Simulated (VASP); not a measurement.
Here is a VASP 6.6.1 calculation.

File INCAR:

```
PREC = Accurate ; ENCUT = 520
EDIFF = 1E-6 ; ISMEAR = 0
SIGMA = 0.1 ; LREAL = False
LASPH = True ; NELM = 80
ALGO = Fast ; ISIF = 2
LWAVE = False ; LCHARG = False
GGA = PE ; NBANDS = 23
```

Contents of KPOINTS:

```
Automatic mesh
0
Gamma
  4 4 4
```

Contents of POSCAR:

```
YCuBP
1.0
    3.7604823007      0.0000000000      0.0000000000
    0.0000000000      3.7604823007      0.0000000000
    0.0000000000      0.0000000000      5.1933210269
Y Cu B P
1 1 1 1
Direct
    0.0000000000      0.0000000000      0.5000000000
    0.0000000000      0.0000000000      0.0000000000
    0.5000000000      0.5000000000      0.0000000000
    0.5000000000      0.5000000000      0.5000000000
```

Potentials or basis: VASP PAW PBE potentials, release 64 (Y_sv, Cu, B, P).

The run is started by

```sh
$ cat potpaw_PBE.64/Y_sv/POTCAR potpaw_PBE.64/Cu/POTCAR potpaw_PBE.64/B/POTCAR potpaw_PBE.64/P/POTCAR > POTCAR
$ mpirun -np 1 vasp_std > vasp.out
```

Q: What does it give for the pressure?

A: 0.1 GPa.

Q: What does it give for the band gap on the k mesh?

A: Zero (bands 15 and 16 overlap by 1.31 eV).

Stress tensor (GPa, compression positive):
```
-0.04  0.00  0.00
 0.00 -0.04  0.00
 0.00  0.00  0.38
```

Caveat: the k points lie up to 0.42 Å⁻¹ apart, too coarse for converged energies and pressures of a metal.
